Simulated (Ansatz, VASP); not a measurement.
## One calculation of Eu, two programs

```xyz
1
Lattice="-2.0544 2.0544 2.0544 2.0544 -2.0544 2.0544 2.0544 2.0544 -2.0544" Properties=species:S:1:pos:R:3 pbc="T T T"
Eu    0.0000    0.0000    0.0000
```

Alike in both runs: task single point; functional LDA; k mesh 3 × 3 × 3; occupations fermi-dirac, width 0.05 eV; collinear spin.

|  | VASP | Ansatz |
| --- | --- | --- |
| version | VASP 6.6.1 | Ansatz 0.2.0 |
| potentials or method | VASP PAW PBE potentials, release 64 (Eu), cutoff 520 eV | plane waves (420 eV) with PAW, scalar-relativistic |
| valence electrons in the cell | 17 | 17 |

|  | VASP | Ansatz | Ansatz less VASP |
| --- | --- | --- | --- |
| pressure (GPa) | -2.0 | -1.4 | +0.56 |
| net moment per atom (μB) | 7.18 | 7.27 | +0.093 |
| size of the moment on the site where the two differ most (μB) | 6.66 | 7.00 | +0.337 |

VASP's potentials were made for PBE, not for LDA, and Ansatz warns of the same on its side. LDA's correlation is that of Perdew and Zunger in VASP and of Perdew and Wang (1992) in Ansatz. Site moments also hang on the region over which each program counts them.

The k mesh is coarse, so the values compare programs but aren't converged. Neither program's run includes spin-orbit coupling.
